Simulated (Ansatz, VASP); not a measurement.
## One calculation of Sr3Ta2O, two programs

```xyz
6
Lattice="4.2003 0.0000 0.0000 0.0000 4.2003 0.0000 0.0000 0.0000 9.4238" Properties=species:S:1:pos:R:3 pbc="T T T"
Sr    2.1001    0.0000    7.4044
Sr    0.0000    2.1001    7.4044
Sr    0.0000    0.0000    1.9476
Ta    2.1001    2.1001    4.2303
Ta    0.0000    0.0000    4.9368
O     2.1001    2.1001   11.7719
```

Change from the starting cell: species swapped into the Zr2P3S type (P4mm, No. 99).

Alike in both runs: functional PBE; k mesh 4 × 4 × 2; occupations gaussian, width 0.1 eV; no spin polarisation.

Ansatz relaxed the structure, and its values are those at the end. VASP's run is a single point on that final structure, the one shown.

```csv
,VASP,Ansatz
version,VASP 6.6.1,Ansatz 0.2.0
potentials or method,"VASP PAW PBE potentials, release 64 (Sr_sv, Ta_pv, O), cutoff 520 eV","scalar-relativistic, plane waves, PAW"
valence electrons in the cell,58,62
```

Ansatz gave:

* gap on the k mesh at the Fermi level (eV): none
* pressure (GPa): 0.0
* rms of the force components (eV/Å): 0.004

Problem. What did VASP give for the same quantities?

Solution. gap on the k mesh at the Fermi level (eV): none; pressure (GPa): 0.2; rms of the force components (eV/Å): 0.055.

A gap of «none» marks a metal or a gap that the smearing closes. VASP's potentials hold 58 valence electrons a cell and Ansatz's 62, so a difference there can come from the potentials and not from the codes.

The k mesh is coarse, so the values compare programs but aren't converged. Neither program's run includes spin-orbit coupling.
